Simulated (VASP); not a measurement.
A run of VASP 6.6.1:

The input INCAR:

```
SYSTEM = HC16
PREC = Accurate
ENCUT = 520
EDIFF = 1E-6
ISMEAR = -1
SIGMA = 0.02
LREAL = Auto
LASPH = .True.
NELM = 150
ALGO = Normal
ISIF = 2
LWAVE = .False.
LCHARG = .True.
ISPIN = 2
MAGMOM = 0 0 0 0 0 0 0 0 0.09 0 0 0 0 0 0 0 0.35
LORBIT = 11
GGA = PE
LELF = .True.
LVHAR = .True.
NBANDS = 50
```

The input KPOINTS:

```
Automatic mesh
0
Gamma
  3 3 3
  0 0 0
```

Contents of POSCAR:

```
HC16
1.0
    0.0000000000      3.5700000000      3.5700000000
    3.5700000000      0.0000000000      3.5700000000
    3.5700000000      3.5700000000      0.0000000000
C H
16 1
Direct
   -0.0061764706     -0.0087535014      0.0074649860
    0.1188375350      0.1224229692      0.1248879552
   -0.0057422969      0.0135854342      0.4716806723
    0.1308123249      0.1166946779      0.6231652661
   -0.0155042017      0.5151680672      0.0043837535
    0.1073669468      0.6354061625      0.1339495798
   -0.0068627451      0.5133893557      0.5116246499
    0.1171848739      0.6381652661      0.6090056022
    0.5114845938     -0.0065826331      0.0184593838
    0.6289915966      0.1036974790      0.1390476190
    0.5235854342     -0.0150140056      0.5000840336
    0.6540616246      0.1113165266      0.6133893557
    0.4828711485      0.5010784314      0.0012464986
    0.6310364146      0.6293837535      0.1220728291
    0.4929831933      0.5046358543      0.4972128852
    0.6334733894      0.6227170868      0.6241456583
    0.7837675070      0.2472408964      0.2266806723
```

Potentials or basis: VASP PAW PBE potentials, release 64 (C, H).

Command:

```sh
$ cat potpaw_PBE.64/C/POTCAR potpaw_PBE.64/H/POTCAR > POTCAR
$ mpirun -np 1 vasp_std > vasp.out
```

Hardware: 1 thread of Intel(R) Xeon(R) 6975P-C (Granite Rapids) (shared host).

Question: How long does it take, and how much memory?

Answer: It took 110 s on 1 thread of Intel(R) Xeon(R) 6975P-C (Granite Rapids), with other jobs on the host, peak memory 0.31 GiB. Counts: scf iterations 15, k points 14.
